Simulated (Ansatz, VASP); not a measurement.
**Si: VASP beside Ansatz**

The input INCAR:

```
SYSTEM = Si
PREC     = Accurate       ! precision mode
ENCUT    = 520            ! plane-wave cutoff, eV
EDIFF    = 1E-6           ! SCF threshold, eV
ISMEAR   = -1             ! smearing method
SIGMA    = 0.1            ! smearing width, eV
LREAL    = .FALSE.        ! projectors in reciprocal space
LASPH    = .TRUE.         ! aspherical terms in the spheres
NELM     = 100            ! most SCF steps
ALGO     = Normal         ! electronic algorithm
ISIF     = 2              ! what is computed and relaxed
LWAVE    = .FALSE.        ! write WAVECAR
LCHARG   = .FALSE.        ! write CHGCAR
GGA      = PS             ! functional
NBANDS   = 8              ! bands
```

Contents of KPOINTS:

```
regular mesh
0
G
  14 14 14
  0 0 0
```

Contents of POSCAR:

```
Si
1.0
    2.6074446663      0.0000000000      0.0000000000
    0.0000000000      2.6074446663      0.0000000000
    0.0000000000      0.0000000000      2.6074446663
Si
1
Direct
    0.0000000000      0.0000000000      0.0000000000
```

Input for Ansatz:

```yaml
crystal:
  lattice:
    - [2.6074446663, 0.0, 0.0]
    - [0.0, 2.6074446663, 0.0]
    - [0.0, 0.0, 2.6074446663]
  atoms:
    - { symbol: Si, position: [0.0, 0.0, 0.0] }
hamiltonian:
  xc: pbesol
  pseudopotentials:
    kind: paw
    azcp:
      Si: "pseudopotentials/Si.paw.azcp"
basis:
  ecutwfc: 420
  fft_grid_basis: typed
kpoints:
  mp_grid: { grid: [14, 14, 14], shift: [0, 0, 0] }
magnetization:
  spin_polarized: false
scf:
  occupations: { method: fermi_dirac, width: 0.1 }
  lower_state_search: "off"
output:
  stress: true
  write_density: true
  write_potential: true
  elf: true
  volumetric_format: npy
```

Alike in both runs: task single point; functional PBEsol; k mesh 14 × 14 × 14; occupations fermi-dirac, width 0.1 eV; no spin polarisation.

|  | VASP | Ansatz |
| --- | --- | --- |
| version | VASP 6.6.1 | Ansatz 0.2.0 |
| potentials or method | VASP PAW PBE potentials, release 64 (Si), cutoff 520 eV | plane waves (420 eV) with PAW, scalar-relativistic |
| valence electrons in the cell | 4 | 4 |

VASP gave:

| Quantity | Value |
| --- | --- |
| pressure (GPa) | -9.2 |

Which values does Ansatz return?

Pressure (GPa): -9.3.

VASP's potentials were made for PBE, not for PBEsol, and Ansatz warns of the same on its side. With one functional, cell and mesh, what is left measures potentials, basis and numerics.
